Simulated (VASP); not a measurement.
Here is a VASP 6.6.1 calculation.

INCAR

```
PREC     = Accurate       # precision mode
ENCUT    = 600            # plane-wave cutoff, eV
EDIFF    = 1E-6           # SCF threshold, eV
ISMEAR   = 0              # smearing method
SIGMA    = 0.01           # smearing width, eV
LREAL    = False          # projectors in reciprocal space
LASPH    = True           # aspherical terms in the spheres
NELM     = 200            # most SCF steps
ALGO     = Normal         # electronic algorithm
ISIF     = 2              # what is computed and relaxed
LWAVE    = False          # write WAVECAR
LCHARG   = False          # write CHGCAR
GGA      = PE             # functional
NBANDS   = 19             # bands
GGA_COMPAT= False        
LMAXMIX  = 6              # l up to which the mixer works
```

The input KPOINTS:

```
Automatic mesh
0
Gamma
  3 3 3
```

File POSCAR:

```
CeO2
1.0
    0.0000000000      2.6615208400      2.6615208400
    2.6615208400      0.0000000000      2.6615208400
    2.6615208400      2.6615208400      0.0000000000
Ce O
1 2
Direct
    0.0000000000      0.0000000000      0.0000000000
    0.2500000000      0.2500000000      0.2500000000
    0.7500000000      0.7500000000      0.7500000000
```

Potentials or basis: VASP PAW PBE potentials, release 64 (Ce, O).

Command:

```console
$ cat potpaw_PBE.64/Ce/POTCAR potpaw_PBE.64/O/POTCAR > POTCAR
$ mpirun -np 1 vasp_std > vasp.out
```

Estimate the pressure.

16.0 GPa.

What does it give for the band gap on the k mesh?

2.29 eV.

Caveat: the k points lie up to 0.68 Å⁻¹ apart; spin-orbit coupling is left out, which moves the levels of the heavy elements; an odd mesh through Γ misses points on the zone boundary, where band edges can lie. Spin polarisation is off, so any magnetic state and its effect on volume and gap are missing.
